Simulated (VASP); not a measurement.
## Si3Sn4: single point with PBE

Crystal: Si3Sn4.

```
CELL_PARAMETERS angstrom
0.00000 0.00000 3.96419
3.91724 -5.66673 0.00000
3.91724 5.66673 0.00000
ATOMIC_POSITIONS crystal
Si 0.50000 0.50000 0.00000
Si 0.50000 0.00000 0.50000
Si 0.00000 0.00000 0.00000
Sn 0.50000 0.25169 0.25169
Sn 0.50000 0.74831 0.74831
Sn 0.00000 0.75894 0.24106
Sn 0.00000 0.24106 0.75894
```

* Program: VASP 6.6.1
* Task: single point
* Functional: PBE
* Potentials or basis: VASP PAW PBE potentials, release 64 (Si, Sn_d)
* Cutoff: 500 eV
* k mesh: 6 × 4 × 4
* Occupations: gaussian, width 0.2 eV
* Spin: no spin polarisation

```json
{
  "Pressure": "-0.1 GPa",
  "Largest force": "0.089 eV/Å",
  "Band gap on the k mesh": "zero (band 34 reaches 7.65 eV, above the bottom of band 35 at 5.82 eV)"
}
```

Forces on the atoms (eV/Å):
```
Si   0.000  0.000  0.000
Si   0.000  0.000  0.000
Si   0.000  0.000  0.000
Sn   0.053  0.000  0.000
Sn  -0.053  0.000  0.000
Sn   0.000  0.089  0.000
Sn   0.000 -0.089  0.000
```

Stress tensor (GPa, compression positive):
```
 0.34  0.00  0.00
 0.00 -0.23  0.00
 0.00  0.00 -0.31
```

Levels at points of the mesh, in eV from the Fermi level:
```
           k point  band 32  band 33  band 34  band 35  band 36  band 37
(0.00, 0.00, 0.00)     0.31     0.49     0.87     1.37     1.46     1.68
(0.50, 0.00, 0.00)    -2.77    -2.05    -0.89     0.44     1.58     2.22
(0.00, 0.50, 0.00)    -0.97     0.18     0.29     0.34     0.88     1.99
(0.50, 0.50, 0.00)    -1.62    -1.58    -1.47    -0.92     0.02     0.42
(0.00, 0.50, 0.50)    -0.94    -0.58    -0.04     0.28     0.43     1.15
(0.50, 0.50, 0.50)    -1.75    -1.58    -0.17     1.00     1.40     1.43
```

Wall time 2.3 min on 1 thread of Intel(R) Xeon(R) 6975P-C (Granite Rapids), on a shared host, peak memory 0.34 GiB.

Caveat: spin-orbit coupling is left out, which moves the levels of the heavy elements.
